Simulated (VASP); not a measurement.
Crystal: Ta5Si.

```
Ta Si
1.0
     0.00000    3.65054    3.65054
     3.65054    0.00000    3.65054
     3.65054    3.65054    0.00000
Ta Si
5 1
Direct
  0.75000 0.75000 0.75000
  0.37589 0.37589 0.87233
  0.37589 0.87233 0.37589
  0.37589 0.37589 0.37589
  0.87233 0.37589 0.37589
  0.00000 0.00000 0.00000
```

* Program: VASP 6.6.1
* Task: relaxation of cell and atoms
* Functional: PBE
* Potentials or basis: VASP PAW PBE potentials, release 64 (Ta_pv, Si)
* Cutoff: 600 eV
* k mesh: 4 × 4 × 4
* Occupations: gaussian, width 0.1 eV
* Spin: no spin polarisation

At the start: pressure 28.5 GPa; volume 16.22 Å³/atom.

Task: How do energy, volume and symmetry change on relaxing?

Result: Over 7 steps the energy falls by 201.4 meV/atom and the volume is 18.74 Å³/atom (+15.6 %); space group F-43m (No. 216, to 0.05 Å).

Step by step:
```csv
step,energy change (eV),largest force (eV/Å),pressure (GPa),volume (Å³)
1,0.0000,0.7211,28.49,97.30
2,1.7251,0.7854,-23.92,143.82
3,-1.1888,0.5872,-1.20,113.28
4,-1.1939,0.5503,0.05,112.34
5,-1.1939,0.5369,0.48,112.02
6,-1.2004,0.4099,-0.24,112.77
7,-1.2085,0.0026,0.04,112.45
```

Final structure:
```
CELL_PARAMETERS angstrom
0.00000 3.83100 3.83100
3.83100 0.00000 3.83100
3.83100 3.83100 0.00000
ATOMIC_POSITIONS crystal
Ta 0.75000 0.75000 0.75000
Ta 0.37570 0.37570 0.87290
Ta 0.37570 0.87290 0.37570
Ta 0.37570 0.37570 0.37570
Ta 0.87290 0.37570 0.37570
Si 0.00000 0.00000 0.00000
```

Caveat: the k points lie up to 0.36 Å⁻¹ apart in the final cell; the volume moved by over 15 % at a fixed basis, so the end points are rough.
